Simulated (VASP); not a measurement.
Y: single point with PBE

Y:

```xyz
4
Lattice="-0.0002 -2.5386 -2.5186 5.0739 -2.5435 2.5232 -5.0741 -2.5442 2.5237" Properties=species:S:1:pos:R:3 pbc="T T T"
Y    -0.0008   -0.0005   -0.0002
Y     2.5367   -5.0877    2.5233
Y     2.5385   -2.5378    0.0055
Y    -0.0010   -2.5437    2.5229
```

- Program: VASP 6.6.1
- Task: single point
- Functional: PBE
- Potentials or basis: VASP PAW PBE potentials, release 64 (Y_sv)
- Cutoff: 520 eV
- k mesh: 6 × 4 × 4
- Occupations: gaussian, width 0.2 eV
- Spin: no spin polarisation

```yaml
Pressure: -0.1 GPa
Largest_force: 0.011 eV/Å
Band_gap_on_the_k_mesh: zero (bands 22 and 23 overlap by 1.07 eV)
```

Forces on the atoms (eV/Å):
```
Y    0.004  0.001  0.002
Y   -0.002  0.004  0.002
Y   -0.006 -0.006 -0.007
Y    0.004  0.001  0.002
```

Stress tensor (GPa, compression positive):
```
-0.22  0.00  0.00
 0.00 -0.17  0.01
 0.00  0.01  0.05
```

Levels at points of the mesh, in eV from the Fermi level:
```tsv
k point	band 20	band 21	band 22	band 23	band 24	band 25
(0.00, 0.00, 0.00)	-1.75	-0.87	0.61	0.61	1.58	1.58
(0.50, 0.00, 0.00)	-0.76	0.23	0.23	0.28	0.28	0.31
(0.00, 0.50, 0.00)	-1.26	-0.30	-0.30	0.71	0.71	0.86
(0.50, 0.50, 0.00)	-1.24	-0.31	-0.30	-0.30	-0.29	0.85
(0.00, 0.00, 0.50)	-1.26	-0.30	-0.30	0.71	0.71	0.86
(0.50, 0.00, 0.50)	-1.24	-0.31	-0.31	-0.30	-0.29	0.85
(0.00, 0.50, 0.50)	-1.62	0.17	0.17	0.31	0.32	0.62
(0.50, 0.50, 0.50)	-1.75	-0.89	-0.87	0.62	0.62	1.58
```

Run time: 3.6 min on 1 thread of Intel(R) Xeon(R) 6975P-C (Granite Rapids) (shared host), peak memory 0.35 GiB.
